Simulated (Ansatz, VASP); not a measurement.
## Two plane-wave programs on SiP5

```
CELL_PARAMETERS angstrom
0.00000 3.56768 3.56768
3.56768 0.00000 3.56768
3.56768 3.56768 0.00000
ATOMIC_POSITIONS crystal
Si 0.00000 0.00000 0.00000
P 0.37531 0.37531 0.87406
P 0.37531 0.87406 0.37531
P 0.87406 0.37531 0.37531
P 0.37531 0.37531 0.37531
P 0.75000 0.75000 0.75000
```

Change from the starting cell: species swapped into the ErCu5 type (F-43m, No. 216).

Alike in both runs: functional PBE; k mesh 4 × 4 × 4; occupations gaussian, width 0.2 eV; no spin polarisation.

Ansatz relaxed the structure, and its values are those at the end. VASP's run is a single point on that final structure, the one shown.

|  | VASP | Ansatz |
| --- | --- | --- |
| version | VASP 6.6.1 | Ansatz 0.2.0 |
| potentials or method | VASP PAW PBE potentials, release 64 (Si, P), cutoff 500 eV | scalar-relativistic, plane waves, PAW |
| valence electrons in the cell | 29 | 29 |

Ansatz gave:

| Property | Result |
| --- | --- |
| gap on the k mesh at the Fermi level (eV) | none |
| pressure (GPa) | -0.2 |
| rms of the force components (eV/Å) | 0.021 |

Problem. Estimate VASP's values.

Solution. gap on the k mesh at the Fermi level (eV): none; pressure (GPa): -0.4; rms of the force components (eV/Å): 0.022.

A gap of «none» marks a metal or a gap that the smearing closes.

The k mesh is coarse, so the values compare programs but aren't converged.
